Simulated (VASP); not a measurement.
# RbMgH2 (P6/mmm) in VASP: single point with PBE

Aim: the single point of RbMgH2 with PBE.

Everything below comes from runs of VASP 6.6.1. Logs are shortened: lines on timing, memory, paths and dates and some standing lists are left out, and cuts for length are marked.

## (1) The cell of the first run

Symmetry: P6/mmm, No. 191, hexagonal system. The conventional cell has a = 3.618 Å, b = 3.618 Å, c = 5.644 Å, α = 90.00°, β = 90.00°, γ = 120.00°. Rb (site symmetry 6/mmm) has 6 H at 2.09 Å and 2 Mg at 2.82 Å within 2.9 Å. Mg (site symmetry 6/mmm) has 2 Rb at 2.82 Å and 12 H at 3.51 Å and 6 Mg at 3.62 Å within 3.7 Å. H (site symmetry -6m2) has 3 H at 2.09 Å and 3 Rb at 2.09 Å within 2.8 Å.

The cell was generated, and may not be a known phase.

## (2) Single point, PBE

The input, INCAR:

```
PREC     = Accurate       # precision mode
ENCUT    = 840            # plane-wave cutoff, eV
EDIFF    = 1E-6           # SCF threshold, eV
ISMEAR   = 0              # smearing method
SIGMA    = 0.1            # smearing width, eV
LREAL    = False          # projectors in reciprocal space
LASPH    = True           # aspherical terms in the spheres
NELM     = 120            # most SCF steps
ALGO     = Normal         # electronic algorithm
ISIF     = 2              # what is computed and relaxed
LWAVE    = False          # write WAVECAR
LCHARG   = False          # write CHGCAR
GGA      = PE             # functional
NBANDS   = 18             # bands
GGA_COMPAT= False
```

The input, KPOINTS:

```
regular mesh
0
Gamma
  6 6 4
```

The input, POSCAR:

```
RbMgH2
1.0
    3.6178603200      0.0000000000      0.0000000000
   -1.8089301600      3.1331589400      0.0000000000
    0.0000000000      0.0000000000      5.6443766300
Rb Mg H
1 1 2
Direct
    0.0000000000      0.0000000000      0.0000000000
    0.0000000000      0.0000000000      0.5000000000
    0.3333333300      0.6666666700      0.0000000000
    0.6666666700      0.3333333300      0.0000000000
```

Potentials or basis: VASP PAW PBE potentials, release 64 (Rb_sv, Mg_sv, H).

Run with:

```
$ cat potpaw_PBE.64/Rb_sv/POTCAR potpaw_PBE.64/Mg_sv/POTCAR potpaw_PBE.64/H/POTCAR > POTCAR
$ mpirun -np 1 vasp_std > vasp.out
```

OUTCAR:

```text
PREC = Accurate
   ENCUT = 840
   EDIFF = 1E-6
   ISMEAR = 0
   LREAL = False
   LASPH = True
   NELM = 120
   ISIF = 2
   GGA = PE

 ion  position               nearest neighbor table
   1  0.000  0.000  0.000-   3 2.09   4 2.09   3 2.09   4 2.09   4 2.09   3 2.09   2 2.82   2 2.82

   2  0.000  0.000  0.500-   1 2.82   1 2.82
   3  0.333  0.667  0.000-   1 2.09   1 2.09   1 2.09
   4  0.667  0.333  0.000-   1 2.09   1 2.09   1 2.09

  LATTYP: Found a hexagonal cell.
 ALAT       =     3.6178603200
 C/A-ratio  =     1.5601422196

  Lattice vectors:

 A1 = (   3.6178603200,   0.0000000000,   0.0000000000)
 A2 = (  -1.8089301600,   3.1331589400,   0.0000000000)
 A3 = (   0.0000000000,   0.0000000000,   5.6443766300)

Analysis of symmetry for initial positions (statically):
=====================================================================
 Subroutine PRICEL returns:
 Original cell was already a primitive cell.

 Routine SETGRP: Setting up the symmetry group for a
 hexagonal supercell.

 Subroutine GETGRP returns: Found 24 space group operations
 (whereof 24 operations were pure point group operations)
 out of a pool of 24 trial point group operations.

The static configuration has the point symmetry D_6h.

Analysis of symmetry for dynamics (positions and initial velocities):
=====================================================================
 Subroutine PRICEL returns:
 Original cell was already a primitive cell.

 Routine SETGRP: Setting up the symmetry group for a
 hexagonal supercell.

 Subroutine GETGRP returns: Found 24 space group operations
 (whereof 24 operations were pure point group operations)
 out of a pool of 24 trial point group operations.

The dynamic configuration has the point symmetry D_6h.

 Subroutine INISYM returns: Found 24 space group operations
 (whereof 24 operations are pure point group operations),
 and found     1 'primitive' translations

----------------------------------------------------------------------------------------

                                     Primitive cell

  volume of cell :      63.9809

  direct lattice vectors                    reciprocal lattice vectors
     3.617860320  0.000000000  0.000000000     0.276406470  0.159583350  0.000000000
    -1.808930160  3.133158940  0.000000000     0.000000000  0.319166700  0.000000000
     0.000000000  0.000000000  5.644376630     0.000000000  0.000000000  0.177167483

  length of vectors
     3.617860320  3.617860316  5.644376630     0.319166700  0.319166700  0.177167483

  position of ions in fractional coordinates (direct lattice)
     0.000000000  0.000000000  0.000000000
     0.000000000  0.000000000  0.500000000
     0.333333330  0.666666670  0.000000000
     0.666666670  0.333333330  0.000000000

  ion indices of the primitive-cell ions
   primitive index   ion index
                 1           1
                 2           2
                 3           3
                 4           4

----------------------------------------------------------------------------------------

 KPOINTS: regular mesh

Automatic generation of k-mesh.
 Grid dimensions read from file:
 generate k-points for:    6    6    4

 Generating k-lattice:

  Cartesian coordinates                     Fractional coordinates (reciprocal lattice)
     0.046067745  0.026597225  0.000000000     0.166666667  0.000000000  0.000000000
     0.000000000  0.053194450  0.000000000     0.000000000  0.166666667  0.000000000
     0.000000000  0.000000000  0.044291871     0.000000000  0.000000000  0.250000000

  Length of vectors
     0.053194450  0.053194450  0.044291871

  Shift w.r.t. Gamma in fractional coordinates (k-lattice)
     0.000000000  0.000000000  0.000000000

 Subroutine IBZKPT returns following result:
 ===========================================

 Found     21 irreducible k-points:

 Following reciprocal coordinates:
            Coordinates               Weight
  0.000000  0.000000  0.000000      1.000000
  0.166667  0.000000  0.000000      6.000000
  0.333333  0.000000  0.000000      6.000000
  0.500000  0.000000  0.000000      3.000000
  0.166667  0.166667  0.000000      6.000000
  0.333333  0.166667  0.000000     12.000000
[... 13 lines left out ...]
  0.333333  0.166667  0.500000     12.000000
  0.333333  0.333333  0.500000      2.000000
   k-points           NKPTS =     21   k-points in BZ     NKDIM =     21   number of bands    NBANDS=     18
   number of dos      NEDOS =    301   number of ions     NIONS =      4
   total plane-waves  NPLWV =  69984
   dimension x,y,z NGX =    36 NGY =   36 NGZ =   54
   dimension x,y,z NGXF=    72 NGYF=   72 NGZF=  108
   ions per type =               1   1   2
   NGX,Y,Z   is equivalent  to a cutoff of  16.54, 16.54, 15.90 a.u.
   NGXF,Y,Z  is equivalent  to a cutoff of  33.09, 33.09, 31.81 a.u.
 SYSTEM =  unknown system
   PREC   = accura    normal or accurate (medium, high low for compatibility)
   ISTART =      0    job   : 0-new  1-cont  2-samecut
   ICHARG =      2    charge: 1-file 2-atom 10-const
   ISPIN  =      1    spin polarized calculation?
   LNONCOLLINEAR =      F non collinear calculations
   LSORBIT =      F    spin-orbit coupling
   LASPH  =      T    aspherical Exc in radial PAW
   ENCUT  =  840.0 eV  61.74 Ry    7.86 a.u.   8.55  8.55 13.34*2*pi/ulx,y,z
   NELM   =    120;   NELMIN=  2; NELMDL= -5     # of ELM steps
   EDIFF  = 0.1E-05   stopping-criterion for ELM
   LREAL  =      F    real-space projection
   EDIFFG = 0.1E-04   stopping-criterion for IOM
   NSW    =      0    number of steps for IOM
   IBRION =     -1    ionic relax: 0-MD 1-quasi-New 2-CG
   NFREE  =      0    steps in history (QN), initial steepest desc. (CG)
   ISIF   =      2    stress and relaxation
   ISYM   =      2    0-nonsym 1-usesym 2-fastsym
   POTIM  = 0.5000    time-step for ionic-motion
   TEBEG  =    0.0;   TEEND  =   0.0 temperature during run
   PSTRESS=    0.0 pullay stress
   NELECT =      21.0000    total number of electrons
   NUPDOWN=      -1.0000    fix difference up-down
   EMIN   =  10.00;   EMAX   =-10.00  energy-range for DOS
   EFERMI =   0.00;   METHOD = LEGACY
   ISMEAR =     0;   SIGMA  =   0.10  broadening in eV -4-tet -1-fermi 0-gaus
   EFERMI_NEDOS =   21; number of points for ismear=-14 and -15
   IALGO  =     38    algorithm
   IMIX   =      4    mixing-type and parameters
     AMIX     =   0.40;   BMIX     =  1.00
     AMIX_MAG =   1.60;   BMIX_MAG =  1.00
  volume/ion in A,a.u.               =      16.00       107.94
  Fermi-wavevector in a.u.,A,eV,Ry     =   1.129270  2.134011 17.350845  1.275251
  Thomas-Fermi vector in A             =   2.265963
   LORBIT       =      0    0 simple, 1 ext, 2 COOP (PROOUT), +10 PAW based schemes
   GGA     = PE    functional components
   LHFCALC =     F    Hartree Fock is set to
   AEXX    =    0.0000 exact exchange contribution
   IVDW    =     0    specifies the selected vdW correction
   LEPSILON=     F    determine dielectric tensor
   LRPA    =     F    only Hartree local field effects (RPA)
 non-spin polarized calculation
 Gauss-broadening in eV      SIGMA  =   0.10
  energy-cutoff  :      840.00
  volume of cell :       63.98
 maximum number of plane-waves:      3561
 NGX is ok and might be reduce to    36
   NGX = 17   NGY = 17   NGZ = 27

 number of electron      20.9999990 magnetization

 Free energy of the ion-electron system (eV)
  ---------------------------------------------------
  ext. energy  EPLUGINS =         0.00000000
  ---------------------------------------------------
  free energy    TOTEN  =        -3.16619401 eV

  energy without entropy =       -3.14751135  energy(sigma->0) =       -3.15685268

 E-fermi :   1.7418     XC(G=0):  -8.6710

 val. band max:        1.7376262660   @ k =   0.1667   0.0000   0.0000
 cond. band min:       1.7518295186   @ k =   0.1667   0.0000   0.2500
 fundamental gap:      0.0142032526
 Fermi energy:         1.7417844732

 k-point     1 :       0.0000    0.0000    0.0000
  band No.  band energies     occupation
      1     -75.3887      2.00000
      2     -42.2442      2.00000
      3     -42.1026      2.00000
      4     -42.1026      2.00000
      5     -25.1163      2.00000
      6      -9.9233      2.00000
[... 10 lines left out ...]
     17      10.0129      0.00000
     18      10.9409      0.00000

 k-point     2 :       0.1667    0.0000    0.0000
  band No.  band energies     occupation
      1     -75.3886      2.00000
      2     -42.2441      2.00000
      3     -42.1038      2.00000
      4     -42.1029      2.00000
      5     -25.0563      2.00000
      6      -9.8482      2.00000
[... 10 lines left out ...]
     17       9.5203      0.00000
     18       9.9040      0.00000

 k-point     3 :       0.3333    0.0000    0.0000
  band No.  band energies     occupation
      1     -75.3884      2.00000
      2     -42.2438      2.00000
      3     -42.1061      2.00000
      4     -42.1035      2.00000
      5     -24.9325      2.00000
      6     -10.3303      2.00000
[... 10 lines left out ...]
     17       8.7885      0.00000
     18      10.7816      0.00000

 k-point     4 :       0.5000    0.0000    0.0000
  band No.  band energies     occupation
      1     -75.3884      2.00000
      2     -42.2437      2.00000
      3     -42.1073      2.00000
      4     -42.1038      2.00000
      5     -24.8685      2.00000
      6     -10.7762      2.00000
[... 312 lines left out ...]
      4     -42.1036      2.00000
      5     -24.9613      2.00000
      6      -9.9701      2.00000
[... 10 lines left out ...]
     17      10.6576      0.00000
     18      10.8112      0.00000

 k-point    20 :       0.3333    0.1667    0.5000
  band No.  band energies     occupation
      1     -75.3883      2.00000
      2     -42.2438      2.00000
      3     -42.1067      2.00000
      4     -42.1044      2.00000
      5     -24.8662      2.00000
      6     -10.5138      2.00000
[... 10 lines left out ...]
     17      10.2265      0.00000
     18      10.6619      0.00000

 k-point    21 :       0.3333    0.3333    0.5000
  band No.  band energies     occupation
      1     -75.3884      2.00000
      2     -42.2437      2.00000
      3     -42.1060      2.00000
      4     -42.1060      2.00000
      5     -24.8342      2.00000
      6     -10.0946      2.00000
[... 10 lines left out ...]
     17       8.8649      0.00000
     18       8.8649      0.00000

------------------------ aborting loop because EDIFF is reached ----------------------------------------

  FORCE on cell =-STRESS in cart. coord.  units (eV):
  Direction    XX          YY          ZZ          XY          YZ          ZX
  --------------------------------------------------------------------------------------
  -------------------------------------------------------------------------------------
  Total        7.1734958      7.1734958      5.1695642      0.0000000      0.0000000      0.0000000
  in kB      179.6351100    179.6351095    129.4536513      0.0000000      0.0000000      0.0000000
  external PRESSURE =     162.9079570 kB  Pullay stress =       0.0000000 kB

 VOLUME and BASIS-vectors are now :
 -----------------------------------------------------------------------------
  energy-cutoff  :      840.00
  volume of cell :       63.98
      direct lattice vectors                 reciprocal lattice vectors
     3.617860320  0.000000000  0.000000000     0.276406470  0.159583350  0.000000000
    -1.808930160  3.133158940  0.000000000     0.000000000  0.319166700  0.000000000
     0.000000000  0.000000000  5.644376630     0.000000000  0.000000000  0.177167483

 POSITION                                       TOTAL-FORCE (eV/Angst)
 -----------------------------------------------------------------------------------
      0.00000      0.00000      0.00000        -0.000000      0.000000      0.000000
      0.00000      0.00000      2.82219         0.000000      0.000000      0.000000
     -0.00000      2.08877      0.00000         0.000000      0.000000      0.000000
      1.80893      1.04439      0.00000        -0.000000      0.000000      0.000000
 -----------------------------------------------------------------------------------
    total drift:                                0.000000      0.000000      0.000000

  FREE ENERGIE OF THE ION-ELECTRON SYSTEM (eV)
  ---------------------------------------------------
  free  energy   TOTEN  =        -3.1661940079 eV

  energy  without entropy=       -3.1475113524  energy(sigma->0) =       -3.15685268
```

Wall time 34 s (1 thread of Intel Xeon Platinum 8488C (Sapphire Rapids), shared host); peak memory 0.26 GiB.

Results:

| Quantity | Value |
| --- | --- |
| Free energy | -3.1662 eV |
| Pressure | 16.3 GPa |
| Band gap on the k mesh | zero (an odd number of electrons rules out a gap without spin polarisation) |

Stress tensor (GPa, compression positive):
```
17.96  0.00  0.00
 0.00 17.96  0.00
 0.00  0.00 12.95
```

Caveat: the stress differs along the axes, from 13 to 18 GPa; an odd number of electrons without spin polarisation forces a metal; a magnetic or distorted state may lie lower.
